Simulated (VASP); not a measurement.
Write the native input for VASP 6.6.1 that does the following.

| Item | Value |
| --- | --- |
| Task | single point |
| Functional | PBE |
| Potentials or basis | VASP PAW PBE potentials, release 64 (Cd, S) |
| Cutoff | 520 eV |
| k mesh | 12 × 12 × 7 |
| Occupations | fermi-dirac, width 0.02 eV |
| Spin | no spin polarisation |
| Dipole correction | no |
| Further INCAR settings | ALGO = Normal; EDIFF = 1e-06; NBANDS = 26 |

The structure of CdS (Greenockite) lies in POSCAR:

```
CdS
1.0
    4.1500000000      0.0000000000      0.0000000000
   -2.0750000000      3.5940054257      0.0000000000
    0.0000000000      0.0000000000      6.7370000000
Cd S
2 2
Direct
    0.3333333333      0.6666666667     -0.0010297073
    0.6666666667      0.3333333333      0.4989702927
    0.3333333333      0.6666666667      0.3760297073
    0.6666666667      0.3333333333      0.8760297073
```

These files were run (other wordings do the same):

INCAR

```
PREC = Accurate
ENCUT = 520
EDIFF = 1E-6
ISMEAR = -1
SIGMA = 0.02
LREAL = False
LASPH = True
NELM = 100
ALGO = Normal
ISIF = 2
LWAVE = False
LCHARG = True
GGA = PE
LELF = True
LVHAR = True
NBANDS = 26
```

KPOINTS

```
regular mesh
0
Gamma
  12 12 7
```

Potentials or basis: VASP PAW PBE potentials, release 64 (Cd, S).

Run with:

```console
$ cat potpaw_PBE.64/Cd/POTCAR potpaw_PBE.64/S/POTCAR > POTCAR
$ mpirun -np 1 vasp_std > vasp.out
```

Results of the run:

The pressure is 2.4 GPa. The band gap on the k mesh is 1.20 eV, direct.

It took 2.4 min on 1 thread of AMD EPYC 7R43 64-Core Processor (Zen 3), on a shared host, peak memory 0.28 GiB.
